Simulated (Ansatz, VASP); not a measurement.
## One calculation of B, two programs

```xyz
3
Lattice="1.4455 0.8345 2.7818 -1.4455 0.8345 2.7818 0.0000 -1.6691 2.7818" Properties=species:S:1:pos:R:3 pbc="T T T"
B     0.0000    0.0000    0.0000
B     0.0000    0.0000    1.6464
B     0.0000    0.0000    6.6990
```

Alike in both runs: functional PBE; k mesh 21 × 21 × 21; occupations gaussian, width 0.1 eV; no spin polarisation.

Ansatz relaxed the structure, and its values are those at the end. VASP's run is a single point on that final structure, the one shown.

|  | VASP | Ansatz |
| --- | --- | --- |
| version | VASP 6.6.1 | Ansatz 0.2.0 |
| potentials or method | VASP PAW PBE potentials, release 64 (B), cutoff 520 eV | scalar-relativistic, plane waves, PAW |
| valence electrons in the cell | 9 | 9 |

VASP gave:

- gap on the k mesh at the Fermi level (eV): none
- pressure (GPa): 0.1
- rms of the force components (eV/Å): 0.006

**Question.** What did Ansatz give for the same quantities?

**Answer.** gap on the k mesh at the Fermi level (eV): none; pressure (GPa): 0.0; rms of the force components (eV/Å): 0.001.

A gap of «none» marks a metal or a gap that the smearing closes.
